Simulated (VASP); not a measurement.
# CdS (Fm-3m) in VASP: further runs, part 2 of 2

VASP 6.6.1. Earlier steps stand in the parts before.

## 3. Single point, r2SCAN

This run uses another cell than the first one, of 19.81 Å³/atom.

Input file POSCAR:

```
CdS
1.0
    2.7060182139      2.7060182139      0.0000000000
   -2.7060182139      2.7060182139      0.0000000000
    0.0000000000      2.7060182139      2.7060182139
Cd S
1 1
Direct
    0.0000000000      0.0000000000      0.0000000000
    0.5000000000      0.5000000000      0.0000000000
```

Input file INCAR.step1:

```
PREC = Accurate
ENCUT = 700
ISMEAR = 0
SIGMA = 0.01
LREAL = F
LASPH = T
NELM = 120
NBANDS = 20
GGA = PE
ALGO = Normal
EDIFF = 1E-5
LWAVE = T
LCHARG = F
GGA_COMPAT = F
```

Input file INCAR.step2:

```
PREC = Accurate
ENCUT = 700
EDIFF = 1E-6
ISMEAR = 0
SIGMA = 0.01
LREAL = F
LASPH = T
NELM = 120
ALGO = Normal
ISIF = 2
LWAVE = F
LCHARG = T
METAGGA = R2SCAN
LMIXTAU = T
LELF = T
LVHAR = T
NBANDS = 20
ISTART = 1
GGA_COMPAT = F
```

Input file KPOINTS:

```
Automatic mesh
0
Gamma
  8 8 8
```

Potentials or basis: VASP PAW PBE potentials, release 64 (Cd_sv_GW, S).

Launch:

```console
> cat potpaw_PBE.64/Cd_sv_GW/POTCAR potpaw_PBE.64/S/POTCAR > POTCAR
> cp INCAR.step1 INCAR
> mpirun -np 1 vasp_std > vasp.out
> cp INCAR.step2 INCAR
> mpirun -np 1 vasp_std > vasp.out
```

OUTCAR:

```text
PREC = Accurate
   ENCUT = 700
   EDIFF = 1E-6
   ISMEAR = 0
   LREAL = F
   LASPH = T
   NELM = 120
   ISIF = 2
   METAGGA = R2SCAN
   ISTART = 1

 ion  position               nearest neighbor table
   1  0.000  0.000  0.000-   2 2.71   2 2.71   2 2.71   2 2.71   2 2.71   2 2.71
   2  0.500  0.500  0.000-   1 2.71   1 2.71   1 2.71   1 2.71   1 2.71   1 2.71

  LATTYP: Found a face centered cubic cell.
 ALAT       =     5.4120364278

  Lattice vectors:

 A1 = (   0.0000000000,   2.7060182139,   2.7060182139)
 A2 = (   2.7060182139,   0.0000000000,   2.7060182139)
 A3 = (   2.7060182139,   2.7060182139,   0.0000000000)

Analysis of symmetry for initial positions (statically):
=====================================================================
 Subroutine PRICEL returns:
 Original cell was already a primitive cell.

 Routine SETGRP: Setting up the symmetry group for a
 face centered cubic supercell.

 Subroutine GETGRP returns: Found 48 space group operations
 (whereof 48 operations were pure point group operations)
 out of a pool of 48 trial point group operations.

The static configuration has the point symmetry O_h .

Analysis of symmetry for dynamics (positions and initial velocities):
=====================================================================
 Subroutine PRICEL returns:
 Original cell was already a primitive cell.

 Routine SETGRP: Setting up the symmetry group for a
 face centered cubic supercell.

 Subroutine GETGRP returns: Found 48 space group operations
 (whereof 48 operations were pure point group operations)
 out of a pool of 48 trial point group operations.

The dynamic configuration has the point symmetry O_h .

 Subroutine INISYM returns: Found 48 space group operations
 (whereof 48 operations are pure point group operations),
 and found     1 'primitive' translations

[... 101 lines left out ...]
   ISYM   =      2    0-nonsym 1-usesym 2-fastsym
   POTIM  = 0.5000    time-step for ionic-motion
   TEBEG  =    0.0;   TEEND  =   0.0 temperature during run
   PSTRESS=    0.0 pullay stress
   NELECT =      26.0000    total number of electrons
   NUPDOWN=      -1.0000    fix difference up-down
   EMIN   =  10.00;   EMAX   =-10.00  energy-range for DOS
   EFERMI =   0.00;   METHOD = LEGACY
   ISMEAR =     0;   SIGMA  =   0.01  broadening in eV -4-tet -1-fermi 0-gaus
   EFERMI_NEDOS =   21; number of points for ismear=-14 and -15
   IALGO  =     38    algorithm
   IMIX   =      4    mixing-type and parameters
     AMIX     =   0.40;   BMIX     =  1.00
     AMIX_MAG =   1.60;   BMIX_MAG =  1.00
  volume/ion in A,a.u.               =      19.81       133.72
  Fermi-wavevector in a.u.,A,eV,Ry     =   1.422521  2.688174 27.532272  2.023565
  Thomas-Fermi vector in A             =   2.543216
   LORBIT       =      0    0 simple, 1 ext, 2 COOP (PROOUT), +10 PAW based schemes
   METAGGA = R2SCAN    functional components
   LHFCALC =     F    Hartree Fock is set to
   AEXX    =    0.0000 exact exchange contribution
   IVDW    =     0    specifies the selected vdW correction
   LEPSILON=     F    determine dielectric tensor
   LRPA    =     F    only Hartree local field effects (RPA)
 non-spin polarized calculation
 Gauss-broadening in eV      SIGMA  =   0.01
  energy-cutoff  :      700.00
  volume of cell :       39.63
 maximum number of plane-waves:      1700
 NGX is ok and might be reduce to    36
   NGX = 17   NGY = 17   NGZ = 17

 number of electron      25.9999997 magnetization

 Free energy of the ion-electron system (eV)
  ---------------------------------------------------
  ext. energy  EPLUGINS =         0.00000000
  ---------------------------------------------------
  free energy    TOTEN  =       -29.58518928 eV

  energy without entropy =      -29.58518928  energy(sigma->0) =      -29.58518928

 E-fermi :   5.2018     XC(G=0): -11.2819

 val. band max:        4.9145954270   @ k =   0.5000   0.0000   0.0000
 cond. band min:       5.6670358783   @ k =   0.5000   0.5000   0.0000
 fundamental gap:      0.7524404514
 Fermi energy:         5.2018290672

 k-point     1 :       0.0000    0.0000    0.0000
  band No.  band energies     occupation
      1     -99.5366      2.00000
      2     -59.7019      2.00000
      3     -59.7019      2.00000
      4     -59.7019      2.00000
      5      -8.5866      2.00000
      6      -3.0368      2.00000
[... 541 lines left out ...]
     19      18.1852      0.00000
     20      20.2674      0.00000

 [... further k-points ...]
[... 5 lines left out ...]
  --------------------------------------------------------------------------------------
  -------------------------------------------------------------------------------------
  Total        0.4695823      0.4695823      0.4695823      0.0000000      0.0000000     -0.0000000
  in kB       18.9845430     18.9845430     18.9845430      0.0000000      0.0000000     -0.0000000
  external PRESSURE =      18.9845430 kB  Pullay stress =       0.0000000 kB

 VOLUME and BASIS-vectors are now :
 -----------------------------------------------------------------------------
  energy-cutoff  :      700.00
  volume of cell :       39.63
      direct lattice vectors                 reciprocal lattice vectors
     2.706018214  2.706018214  0.000000000     0.184773331  0.184773331 -0.184773331
    -2.706018214  2.706018214  0.000000000    -0.184773331  0.184773331 -0.184773331
     0.000000000  2.706018214  2.706018214     0.000000000  0.000000000  0.369546663

 POSITION                                       TOTAL-FORCE (eV/Angst)
 -----------------------------------------------------------------------------------
      0.00000      0.00000      0.00000        -0.000000     -0.000000      0.000000
      0.00000      2.70602      0.00000         0.000000      0.000000      0.000000
 -----------------------------------------------------------------------------------
    total drift:                                0.000000      0.000000     -0.000000

  FREE ENERGIE OF THE ION-ELECTRON SYSTEM (eV)
  ---------------------------------------------------
  free  energy   TOTEN  =       -29.5851892773 eV

  energy  without entropy=      -29.5851892773  energy(sigma->0) =      -29.58518928
```

OUTCAR.step1:

```text
PREC = Accurate
   ENCUT = 700
   ISMEAR = 0
   LREAL = F
   LASPH = T
[... 773 lines left out ...]
 -----------------------------------------------------------------------------------
      0.00000      0.00000      0.00000        -0.000000     -0.000000      0.000000
      0.00000      2.70602      0.00000         0.000000      0.000000      0.000000
 -----------------------------------------------------------------------------------
    total drift:                                0.000000      0.000000     -0.000000

  FREE ENERGIE OF THE ION-ELECTRON SYSTEM (eV)
  ---------------------------------------------------
  free  energy   TOTEN  =        -5.9325405825 eV

  energy  without entropy=       -5.9325405825  energy(sigma->0) =       -5.93254058
```

OSZICAR.step1:

```text
N       E                     dE             d eps       ncg     rms          rms(c)
DAV:   1     0.484583081608E+03    0.48458E+03   -0.17209E+04  1168   0.207E+03
DAV:   2     0.407338059970E+02   -0.44385E+03   -0.41264E+03  1164   0.632E+02
DAV:   3    -0.468545868253E+01   -0.45419E+02   -0.44757E+02  1800   0.236E+02
DAV:   4    -0.642821251196E+01   -0.17428E+01   -0.17410E+01  1588   0.452E+01
DAV:   5    -0.650109744734E+01   -0.72885E-01   -0.72880E-01  1700   0.921E+00    0.173E+01
DAV:   6    -0.595541226299E+01    0.54569E+00   -0.11984E+00  1828   0.195E+01    0.130E+01
DAV:   7    -0.593581716075E+01    0.19595E-01   -0.37649E-01  1716   0.566E+00    0.563E+00
DAV:   8    -0.593313880617E+01    0.26784E-02   -0.35735E-02  1816   0.375E+00    0.452E-01
DAV:   9    -0.593252511183E+01    0.61369E-03   -0.42647E-03  1664   0.188E+00    0.784E-02
DAV:  10    -0.593253563050E+01   -0.10519E-04   -0.16885E-04  1828   0.208E-01    0.443E-02
DAV:  11    -0.593254058250E+01   -0.49520E-05   -0.19521E-05  1356   0.510E-02
   1 F= -.59325406E+01 E0= -.59325406E+01  d E =-.184945E-53
```

Run time: 2.6 min. Hardware: 1 thread of Intel Xeon Platinum 8259CL at 2.50GHz (Skylake/Cascade Lake), shared host; peak memory 0.24 GiB.

Results:

* Free energy: -29.5852 eV
* Pressure: 1.9 GPa
* Band gap on the k mesh: 0.75 eV (least direct gap 2.56 eV)

Caveat: semilocal functionals underestimate gaps, and a narrow one can read as zero; the PAW data sets were made with another functional, which shifts forces and pressure a little. A k mesh can miss the band edges.
